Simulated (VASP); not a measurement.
# C (P-1) in VASP: single point with PBE

Aim: the single point of C with PBE.

Everything below comes from runs of VASP 6.6.1. Logs are shortened: lines on timing, memory, paths and dates and some standing lists are left out, and cuts for length are marked.

### 1 The cell of the first run

The typed cell holds 12 atoms: a = 2.525 Å, b = 2.525 Å, c = 12.379 Å, α = 88.05°, β = 89.03°, γ = 60.00°.

### 2 Single point, PBE (layers slid over each other)

Contents of INCAR:

```
PREC = Accurate
ENCUT = 520
EDIFF = 1E-7
ISMEAR = 0
SIGMA = 0.05
LREAL = F
LASPH = T
NELM = 100
ALGO = Normal
ISIF = 2
LWAVE = F
LCHARG = T
GGA = PE
LELF = T
LVHAR = T
NBANDS = 36
```

Contents of KPOINTS:

```
Automatic mesh
0
Gamma
  10 10 2
```

Contents of POSCAR:

```
C
1.0
    1.7857375322     -1.7857375322      0.0000000000
    1.7857375322      0.0000000000     -1.7857375322
    7.4405730508      7.1429501288      6.8453272068
C
12
Direct
    0.6666666667      0.6215222222      0.2708666667
    0.0000000000     -0.0173666667      0.1042000000
    0.3333333333      0.2604111111      0.4375333333
    0.6666666667      0.5381888889      0.7708666667
    1.0000000000      0.8993000000      0.6042000000
    0.3333333333      0.1770777778      0.9375333333
    0.6666666667      0.6006888889      0.3958666667
    1.0000000000      0.9618000000      0.2292000000
    0.3333333333      0.2395777778      0.5625333333
    0.6666666667      0.5173555556      0.8958666667
    0.0000000000     -0.1215333333      0.7292000000
    0.3333333333      0.3229111111      0.0625333333
```

Potentials or basis: VASP PAW PBE potentials, release 64 (C).

The run is started by

```
$ cat potpaw_PBE.64/C/POTCAR > POTCAR
$ mpirun -np 1 vasp_std > vasp.out
```

OUTCAR:

```text
PREC = Accurate
   ENCUT = 520
   EDIFF = 1E-7
   ISMEAR = 0
   LREAL = F
   LASPH = T
   NELM = 100
   ISIF = 2
   GGA = PE

 ion  position               nearest neighbor table
   1  0.667  0.622  0.271-   7 1.55   8 1.55   8 1.55   8 1.55
   2  0.000  0.983  0.104-   8 1.55  12 1.55  12 1.55  12 1.55
   3  0.333  0.260  0.438-   7 1.55   7 1.55   7 1.55   9 1.55
   4  0.667  0.538  0.771-  10 1.55  11 1.55  11 1.55  11 1.55
   5  0.000  0.899  0.604-  11 1.55   9 1.55   9 1.55   9 1.55
   6  0.333  0.177  0.938-  10 1.55  10 1.55  10 1.55  12 1.60
   7  0.667  0.601  0.396-   3 1.55   3 1.55   3 1.55   1 1.55
   8  0.000  0.962  0.229-   2 1.55   1 1.55   1 1.55   1 1.55
   9  0.333  0.240  0.563-   3 1.55   5 1.55   5 1.55   5 1.55
  10  0.667  0.517  0.896-   6 1.55   6 1.55   6 1.55   4 1.55
  11  0.000  0.878  0.729-   5 1.55   4 1.55   4 1.55   4 1.55
  12  0.333  0.323  0.063-   2 1.55   2 1.55   2 1.55   6 1.60

  LATTYP: Found a base centered monoclinic cell.
 ALAT       =     2.5254142369
 B/A-ratio  =     1.7320508076
 C/A-ratio  =     4.9018137233
 COS(beta)  =    -0.0340010200

  Lattice vectors:

 A1 = (  -1.7857375322,   1.7857375322,   0.0000000000)
 A2 = (   0.0000000000,  -1.7857375322,   1.7857375322)
 A3 = (   7.4405730508,   7.1429501288,   6.8453272068)

Analysis of symmetry for initial positions (statically):
=====================================================================
 Subroutine PRICEL returns:
 Original cell was already a primitive cell.

 Routine SETGRP: Setting up the symmetry group for a
 base centered monoclinic supercell.

 Subroutine GETGRP returns: Found  2 space group operations
 (whereof  1 operations were pure point group operations)
 out of a pool of  4 trial point group operations.

The static configuration has the point symmetry C_1 .
 The point group associated with its full space group is S_2 .

Analysis of symmetry for dynamics (positions and initial velocities):
=====================================================================
 Subroutine PRICEL returns:
 Original cell was already a primitive cell.

 Routine SETGRP: Setting up the symmetry group for a
 base centered monoclinic supercell.

 Subroutine GETGRP returns: Found  2 space group operations
 (whereof  1 operations were pure point group operations)
 out of a pool of  4 trial point group operations.

The dynamic configuration has the point symmetry C_1 .
 The point group associated with its full space group is S_2 .

 Subroutine INISYM returns: Found  2 space group operations
 (whereof  1 operations are pure point group operations),
 and found     1 'primitive' translations

----------------------------------------------------------------------------------------

                                     Primitive cell

  volume of cell :      68.3336

  direct lattice vectors                    reciprocal lattice vectors
     1.785737532 -1.785737532  0.000000000     0.186664237 -0.373328473  0.186664237
     1.785737532  0.000000000 -1.785737532     0.178886560  0.178886560 -0.381106150
     7.440573051  7.142950129  6.845327207     0.046666059  0.046666059  0.046666059

  length of vectors
     2.525414237  2.525414237 12.379110163     0.457232133  0.457430541  0.080827985

  position of ions in fractional coordinates (direct lattice)
     0.666666667  0.621522222  0.270866667
     1.000000000  0.982633333  0.104200000
     0.333333333  0.260411111  0.437533333
     0.666666667  0.538188889  0.770866667
     1.000000000  0.899300000  0.604200000
     0.333333333  0.177077778  0.937533333
     0.666666667  0.600688889  0.395866667
     1.000000000  0.961800000  0.229200000
     0.333333333  0.239577778  0.562533333
     0.666666667  0.517355556  0.895866667
     1.000000000  0.878466667  0.729200000
     0.333333333  0.322911111  0.062533333

  ion indices of the primitive-cell ions
   primitive index   ion index
                 1           1
                 2           2
                 3           3
                 4           4
                 5           5
                 6           6
                 7           7
                 8           8
                 9           9
                10          10
                11          11
                12          12

----------------------------------------------------------------------------------------

 KPOINTS: Automatic mesh

Automatic generation of k-mesh.
 Grid dimensions read from file:
 generate k-points for:   10   10    2

 Generating k-lattice:

  Cartesian coordinates                     Fractional coordinates (reciprocal lattice)
     0.018666424 -0.037332847  0.018666424     0.100000000  0.000000000  0.000000000
     0.017888656  0.017888656 -0.038110615     0.000000000  0.100000000  0.000000000
     0.023333030  0.023333030  0.023333030     0.000000000  0.000000000  0.500000000

  Length of vectors
     0.045723213  0.045743054  0.040413993

  Shift w.r.t. Gamma in fractional coordinates (k-lattice)
     0.000000000  0.000000000  0.000000000

 Subroutine IBZKPT returns following result:
 ===========================================

 Found    104 irreducible k-points:

 Following reciprocal coordinates:
            Coordinates               Weight
  0.000000  0.000000  0.000000      1.000000
  0.100000  0.000000  0.000000      2.000000
  0.200000  0.000000  0.000000      2.000000
  0.300000  0.000000  0.000000      2.000000
  0.400000  0.000000  0.000000      2.000000
  0.500000  0.000000 -0.000000      1.000000
[... 16 lines left out ...]
  0.200000 -0.200000  0.000000      2.000000
  0.500000  0.200000  0.000000      2.000000
 [... further k-points ...]
   k-points           NKPTS =    104   k-points in BZ     NKDIM =    104   number of bands    NBANDS=     36
   number of dos      NEDOS =    301   number of ions     NIONS =     12
   total plane-waves  NPLWV =  38400
   dimension x,y,z NGX =    20 NGY =   20 NGZ =   96
   dimension x,y,z NGXF=    40 NGYF=   40 NGZF=  192
   ions per type =              12
   NGX,Y,Z   is equivalent  to a cutoff of  13.17, 13.17, 12.89 a.u.
   NGXF,Y,Z  is equivalent  to a cutoff of  26.33, 26.33, 25.78 a.u.
 SYSTEM =  unknown system
   PREC   = accura    normal or accurate (medium, high low for compatibility)
   ISTART =      0    job   : 0-new  1-cont  2-samecut
   ICHARG =      2    charge: 1-file 2-atom 10-const
   ISPIN  =      1    spin polarized calculation?
   LNONCOLLINEAR =      F non collinear calculations
   LSORBIT =      F    spin-orbit coupling
   LASPH  =      T    aspherical Exc in radial PAW
   ENCUT  =  520.0 eV  38.22 Ry    6.18 a.u.   4.70  4.70 23.02*2*pi/ulx,y,z
   NELM   =    100;   NELMIN=  2; NELMDL= -5     # of ELM steps
   EDIFF  = 0.1E-06   stopping-criterion for ELM
   LREAL  =      F    real-space projection
   EDIFFG = 0.1E-05   stopping-criterion for IOM
   NSW    =      0    number of steps for IOM
   IBRION =     -1    ionic relax: 0-MD 1-quasi-New 2-CG
   NFREE  =      0    steps in history (QN), initial steepest desc. (CG)
   ISIF   =      2    stress and relaxation
   ISYM   =      2    0-nonsym 1-usesym 2-fastsym
   POTIM  = 0.5000    time-step for ionic-motion
   TEBEG  =    0.0;   TEEND  =   0.0 temperature during run
   PSTRESS=    0.0 pullay stress
   NELECT =      48.0000    total number of electrons
   NUPDOWN=      -1.0000    fix difference up-down
   EMIN   =  10.00;   EMAX   =-10.00  energy-range for DOS
   EFERMI =   0.00;   METHOD = LEGACY
   ISMEAR =     0;   SIGMA  =   0.05  broadening in eV -4-tet -1-fermi 0-gaus
   EFERMI_NEDOS =   21; number of points for ismear=-14 and -15
   IALGO  =     38    algorithm
   IMIX   =      4    mixing-type and parameters
     AMIX     =   0.40;   BMIX     =  1.00
     AMIX_MAG =   1.60;   BMIX_MAG =  1.00
  volume/ion in A,a.u.               =       5.69        38.43
  Fermi-wavevector in a.u.,A,eV,Ry     =   1.455271  2.750063 28.814604  2.117814
  Thomas-Fermi vector in A             =   2.572325
   LORBIT       =      0    0 simple, 1 ext, 2 COOP (PROOUT), +10 PAW based schemes
   GGA     = PE    functional components
   LHFCALC =     F    Hartree Fock is set to
   AEXX    =    0.0000 exact exchange contribution
   IVDW    =     0    specifies the selected vdW correction
   LEPSILON=     F    determine dielectric tensor
   LRPA    =     F    only Hartree local field effects (RPA)
 non-spin polarized calculation
 Gauss-broadening in eV      SIGMA  =   0.05
  energy-cutoff  :      520.00
  volume of cell :       68.33
 maximum number of plane-waves:      1863
   NGX =  9   NGY =  9   NGZ = 47

 number of electron      47.9999995 magnetization

 Free energy of the ion-electron system (eV)
  ---------------------------------------------------
  ext. energy  EPLUGINS =         0.00000000
  ---------------------------------------------------
  free energy    TOTEN  =      -108.39869053 eV

  energy without entropy =     -108.39869053  energy(sigma->0) =     -108.39869053

 E-fermi :  10.2933     XC(G=0): -13.2402

 val. band max:       10.0380311638   @ k =   0.0000   0.0000   0.0000
 cond. band min:      13.1115573132   @ k =   0.0000   0.4000   0.5000
 fundamental gap:      3.0735261493
 Fermi energy:        10.2932552432

 k-point     1 :       0.0000    0.0000    0.0000
  band No.  band energies     occupation
      1     -11.7454      2.00000
      2     -10.9798      2.00000
      3     -10.9795      2.00000
      4      -8.7487      2.00000
      5      -8.7224      2.00000
      6      -6.0006      2.00000
[... 28 lines left out ...]
     35      17.8762      0.00000
     36      17.9814      0.00000

 k-point     2 :       0.1000    0.0000    0.0000
  band No.  band energies     occupation
      1     -11.4998      2.00000
      2     -10.7363      2.00000
      3     -10.7354      2.00000
      4      -8.5124      2.00000
      5      -8.4857      2.00000
      6      -5.7837      2.00000
[... 28 lines left out ...]
     35      18.0899      0.00000
     36      18.2566      0.00000

 k-point     3 :       0.2000    0.0000    0.0000
  band No.  band energies     occupation
      1     -10.7668      2.00000
      2     -10.0108      2.00000
      3     -10.0067      2.00000
      4      -7.8109      2.00000
      5      -7.7803      2.00000
      6      -5.1387      2.00000
[... 28 lines left out ...]
     35      19.0621      0.00000
     36      19.7524      0.00000

 k-point     4 :       0.3000    0.0000    0.0000
  band No.  band energies     occupation
      1      -9.5603      2.00000
      2      -8.8229      2.00000
      3      -8.8063      2.00000
      4      -6.6846      2.00000
      5      -6.6180      2.00000
      6      -4.1012      2.00000
[... 28 lines left out ...]
     35      18.8670      0.00000
     36      19.3315      0.00000

 k-point     5 :       0.4000    0.0000    0.0000
  band No.  band energies     occupation
      1      -7.9183      2.00000
      2      -7.2469      2.00000
      3      -7.1629      2.00000
      4      -5.3937      2.00000
      5      -5.0214      2.00000
      6      -3.2940      2.00000
[... 655 lines left out ...]
 k-point    22 :       0.4000    0.2000    0.0000
  band No.  band energies     occupation
      1      -8.8424      2.00000
      2      -8.1581      2.00000
      3      -8.0526      2.00000
      4      -6.0790      2.00000
      5      -5.8774      2.00000
      6      -3.4955      2.00000
[... 28 lines left out ...]
     35      20.1093      0.00000
     36      20.4595      0.00000

 k-point    23 :       0.2000   -0.2000    0.0000
  band No.  band energies     occupation
      1      -8.8515      2.00000
      2      -8.1644      2.00000
      3      -8.0649      2.00000
      4      -6.0788      2.00000
      5      -5.8949      2.00000
      6      -3.4898      2.00000
[... 28 lines left out ...]
     35      20.0977      0.00000
     36      20.7533      0.00000

 k-point    24 :       0.5000    0.2000    0.0000
  band No.  band energies     occupation
      1      -7.2233      2.00000
      2      -6.6012      2.00000
      3      -6.4451      2.00000
      4      -4.8061      2.00000
      5      -4.3711      2.00000
      6      -2.8014      2.00000
[... 28 lines left out ...]
     35      20.1988      0.00000
     36      20.8840      0.00000

 [... further k-points ...]

------------------------ aborting loop because EDIFF is reached ----------------------------------------

  FORCE on cell =-STRESS in cart. coord.  units (eV):
  Direction    XX          YY          ZZ          XY          YZ          ZX
  --------------------------------------------------------------------------------------
  -------------------------------------------------------------------------------------
  Total       -5.4563090      1.3272361      5.0897432     -2.6113756      3.3713336      0.6126675
  in kB     -127.9308886     31.1189298    119.3362348    -61.2273971     79.0456878     14.3648569
  external PRESSURE =       7.5080920 kB  Pullay stress =       0.0000000 kB

 VOLUME and BASIS-vectors are now :
 -----------------------------------------------------------------------------
  energy-cutoff  :      520.00
  volume of cell :       68.33
      direct lattice vectors                 reciprocal lattice vectors
     1.785737532 -1.785737532  0.000000000     0.186664237 -0.373328473  0.186664237
     1.785737532  0.000000000 -1.785737532     0.178886560  0.178886560 -0.381106150
     7.440573051  7.142950129  6.845327207     0.046666059  0.046666059  0.046666059

 POSITION                                       TOTAL-FORCE (eV/Angst)
 -----------------------------------------------------------------------------------
      4.31577      0.74430      0.74430         0.003621      0.000670     -0.009678
      2.53003      0.74430     -1.04144         0.029274      0.213031     -0.008061
      4.31577      2.53003      2.53003         0.002738     -0.000598     -0.003801
      7.88725      4.31577      4.31577         0.201657     -0.065604     -0.259965
      6.10151      4.31577      2.53003         0.021424     -0.004145     -0.024877
      7.88725      6.10151      6.10151         2.057593     -0.040451     -2.196761
      5.20864      1.63716      1.63716        -0.021424      0.004145      0.024877
      3.42290      1.63716     -0.14857        -0.201657      0.065604      0.259965
      5.20864      3.42290      3.42290        -0.002738      0.000598      0.003801
      8.78011      5.20864      5.20864        -0.029274     -0.213031      0.008061
      6.99438      5.20864      3.42290        -0.003621     -0.000670      0.009678
      1.63716     -0.14857     -0.14857        -2.057593      0.040451      2.196761
 -----------------------------------------------------------------------------------
    total drift:                               -0.000002     -0.000001     -0.000001

  FREE ENERGIE OF THE ION-ELECTRON SYSTEM (eV)
  ---------------------------------------------------
  free  energy   TOTEN  =      -108.3986905281 eV

  energy  without entropy=     -108.3986905281  energy(sigma->0) =     -108.39869053
```

It took 2.7 min on 1 thread of AMD EPYC 9R45 (Zen 5), shared host; peak memory 0.26 GiB.

What came out:

```
Free energy            : -108.3987 eV
Pressure               : 0.8 GPa
Largest force          : 3.010 eV/Å
Band gap on the k mesh : 3.07 eV (least direct gap 4.88 eV)
```

Forces on the atoms (eV/Å):
```
C    0.004  0.001 -0.010
C    0.029  0.213 -0.008
C    0.003 -0.001 -0.004
C    0.202 -0.066 -0.260
C    0.021 -0.004 -0.025
C    2.058 -0.040 -2.197
C   -0.021  0.004  0.025
C   -0.202  0.066  0.260
C   -0.003  0.001  0.004
C   -0.029 -0.213  0.008
C   -0.004 -0.001  0.010
C   -2.058  0.040  2.197
```

Stress tensor (GPa, compression positive):
```
-12.79  -6.12   1.44
 -6.12   3.11   7.90
  1.44   7.90  11.93
```

Caveat: the cell differs from its parent crystal (layers slid over each other); forces of over 1 eV/Å act on the atoms, so gaps and moduli don't describe the material at rest.
